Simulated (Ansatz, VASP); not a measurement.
**Cu: VASP beside Ansatz**

Contents of INCAR:

```
SYSTEM = Cu
PREC = Accurate
ENCUT = 600
EDIFF = 1E-6
ISMEAR = 0
SIGMA = 0.023
LREAL = .False.
LASPH = .True.
NELM = 120
ALGO = Normal
ISIF = 2
LWAVE = .False.
LCHARG = .False.
GGA = PE
NBANDS = 12
GGA_COMPAT = .False.
```

KPOINTS

```
Automatic mesh
0
Gamma
  13 13 13
  0 0 0
```

File POSCAR:

```
Cu
1.0
    0.0000000000      1.8075000000      1.8075000000
    1.8075000000      0.0000000000      1.8075000000
    1.8075000000      1.8075000000      0.0000000000
Cu
1
Direct
    0.0000000000      0.0000000000      0.0000000000
```

input.yaml

```yaml
crystal:
  lattice:
    - [0.0, 1.8075, 1.8075]
    - [1.8075, 0.0, 1.8075]
    - [1.8075, 1.8075, 0.0]
  atoms:
    - { symbol: Cu, position: [0.0, 0.0, 0.0] }
hamiltonian:
  xc: pbe
  pseudopotentials: { kind: paw }
kpoints:
  mp_grid: { grid: [13, 13, 13] }
scf:
  occupations: { method: gaussian, width: 0.023 }
output:
  forces: true
  stress: true
  eigenvalues: true
  write_density: true
  write_potential: true
  elf: true
  volumetric_format: npy
```

Alike in both runs: task single point; functional PBE; k mesh 13 × 13 × 13; occupations gaussian, width 0.023 eV; no spin polarisation.

```csv
,VASP,Ansatz
version,VASP 6.6.1,Ansatz 0.2.0
potentials or method,"VASP PAW PBE potentials, release 64 (Cu)",Ansatz PAW
plane-wave cutoff (eV),600,420
valence electrons in the cell,11,19
```

```csv
,VASP,Ansatz,Ansatz less VASP
gap on the k mesh at the Fermi level (eV),none,none,-
pressure (GPa),2.3,1.7,-0.59
```

A gap of «none» marks a metal or a gap that the smearing closes. With one functional, cell and mesh, what is left measures potentials, basis and numerics. VASP's potentials hold 11 valence electrons a cell and Ansatz's 19, so a difference there can come from the potentials and not from the codes.
